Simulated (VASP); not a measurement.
Here is a VASP 6.6.1 calculation.

INCAR

```
  PREC = Accurate
  ENCUT = 520
  EDIFF = 1E-6
  ISMEAR = -1
  SIGMA = 0.1
  LREAL = False
  LASPH = True
  NELM = 100
  ALGO = Normal
  ISIF = 2
  LWAVE = False
  LCHARG = False
  GGA = PS
  NBANDS = 14
```

Contents of KPOINTS:

```
regular mesh
0
Gamma
  13 13 4
```

File POSCAR:

```
Li
1.0
    3.0985834292      0.0000000000      0.0000000000
   -1.5492917146      2.6834519655      0.0000000000
    0.0000000000      0.0000000000     10.0960542773
Li
4
Direct
    1.0000000000      0.0000000000      1.0000000000
    1.0000000000      1.0000000000      0.5000000000
    0.3333333333      0.6666666667      0.2500000000
    0.6666666667      0.3333333333      0.7500000000
```

Potentials or basis: VASP PAW PBE potentials, release 64 (Li_sv).

The run is started by

```sh
$ cat potpaw_PBE.64/Li_sv/POTCAR > POTCAR
$ mpirun -np 1 vasp_std > vasp.out
```

Estimate the band gap on the k mesh.

zero (bands 6 and 7 overlap by 4.01 eV).
